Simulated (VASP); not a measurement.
SrMo2: single point with PBE

The system is SrMo2.

```
Sr Mo
1.0
     1.62856    0.94025    6.30554
    -1.62856    0.94025    6.30554
     0.00000   -1.88050    6.30554
Sr Mo
1 2
Direct
  0.00000 0.00000 0.00000
  0.74840 0.74840 0.74840
  0.58490 0.58490 0.58490
```

- Program: VASP 6.6.1
- Task: single point
- Functional: PBE
- Potentials or basis: VASP PAW PBE potentials, release 64 (Sr_sv, Mo_sv)
- Cutoff: 520 eV
- k mesh: 6 × 6 × 6
- Occupations: gaussian, width 0.1 eV
- Spin: no spin polarisation
- Dipole correction: no
- Further INCAR settings: ALGO = Fast; EDIFF = 1e-06; NBANDS = 26

| Quantity | Value |
| --- | --- |
| Pressure | 26.2 GPa |
| Largest force | 5.893 eV/Å |
| Band gap on the k mesh | zero (bands 19 and 20 overlap by 1.65 eV) |

Forces in eV/Å, atoms in the order of the input:
```
Sr   0.000  0.000  0.047
Mo   0.000  0.000  5.846
Mo   0.000  0.000 -5.893
```

Stress tensor (GPa, compression positive):
```
25.47  0.00  0.00
 0.00 25.47  0.00
 0.00  0.00 27.80
```

Levels at points of the mesh, in eV from the Fermi level:
| k point | band 15 | band 16 | band 17 | band 18 | band 19 | band 20 | band 21 | band 22 | band 23 | band 24 |
| --- | --- | --- | --- | --- | --- | --- | --- | --- | --- | --- |
| (0.00, 0.00, 0.00) | -1.96 | -1.94 | -1.94 | -1.72 | -1.72 | 0.31 | 0.31 | 0.31 | 0.56 | 0.56 |
| (0.50, 0.00, 0.00) | -1.68 | -1.23 | -0.90 | 0.15 | 0.94 | 0.97 | 1.56 | 1.69 | 1.85 | 2.68 |
| (0.50, 0.50, 0.00) | -1.37 | -0.98 | -0.63 | -0.07 | 0.48 | 0.75 | 1.56 | 1.73 | 1.85 | 2.53 |
| (0.50, 0.50, 0.50) | -2.57 | -1.92 | -1.92 | -1.78 | -1.78 | -0.72 | 0.26 | 0.26 | 0.71 | 0.71 |

Wall time 3.7 min on 1 thread of AMD EPYC 7R13 Processor (Zen 3), with other jobs on the host, peak memory 0.33 GiB.

Caveat: the k points lie up to 0.38 Å⁻¹ apart, too coarse for converged energies and pressures of a metal; forces of over 1 eV/Å act on the atoms, so gaps and moduli don't describe the material at rest.
